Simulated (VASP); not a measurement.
Crystal: Os.

```
Os
1.0
     2.67829    0.00000    0.00000
    -1.33914    2.31946    0.00000
     0.00000    0.00000    4.23152
Os
2
Direct
  0.66667 0.33333 0.75000
  0.33333 0.66667 0.25000
```

Program: VASP 6.6.1. Alike in all runs: task single point; potentials or basis VASP PAW PBE potentials, release 64 (Os_sv_GW); no spin polarisation; cell as given; k mesh 11 × 11 × 6; smearing fermi-dirac 0.05 eV.

Q: Order these runs on this cell by their pressure, lowest first.
A. level PBEsol+D3(BJ); cutoff (eV) 560
B. level r2SCAN+rVV10; cutoff (eV) 620
C. level BLYP+D4; cutoff (eV) 560

A: A (17.3 GPa), B (29.1 GPa), C (43.0 GPa).

Caveats: the cell stands under pressure; the PAW data sets were made with another functional, which shifts forces and pressure a little; the dispersion term is far too large for a dense solid, which distorts pressure and volume (at least some runs).
